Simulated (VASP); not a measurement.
A run of VASP 6.6.1:

Contents of INCAR:

```
  PREC = Accurate
  ENCUT = 600
  EDIFF = 1E-7
  ISMEAR = -1
  SIGMA = 0.05
  LREAL = F
  LASPH = T
  NELM = 60
  ALGO = Normal
  ISIF = 3
  LWAVE = F
  LCHARG = F
  GGA = PE
  IBRION = 2
  NSW = 32
  EDIFFG = -0.005
  PSTRESS = 600.0
```

The input KPOINTS:

```
Automatic mesh
0
Gamma
  12 12 12
```

Contents of POSCAR:

```
AlRu
1.0
    0.0000000000      2.4407738546      2.4407738546
    2.4407738546      0.0000000000      2.4407738546
    2.4407738546      2.4407738546      0.0000000000
Ru Al
1 1
Direct
    0.0000000000      0.0000000000      0.0000000000
    0.2500000000      0.2500000000      0.2500000000
```

Potentials or basis: VASP PAW PBE potentials, release 64 (Ru_pv, Al).

Launch:

```sh
$ cat potpaw_PBE.64/Ru_pv/POTCAR potpaw_PBE.64/Al/POTCAR > POTCAR
$ mpirun -np 1 vasp_std > vasp.out
```

Hardware: 1 thread of AMD EPYC 9R45 96-Core Processor (Zen 5), on a shared host.

Problem. Estimate the wall time of this run.

Solution. Run time: 33 s on 1 thread of AMD EPYC 9R45 96-Core Processor (Zen 5), with other jobs on the host, peak memory 0.15 GiB. Counts: scf iterations 27, k points 72, ion steps 3.
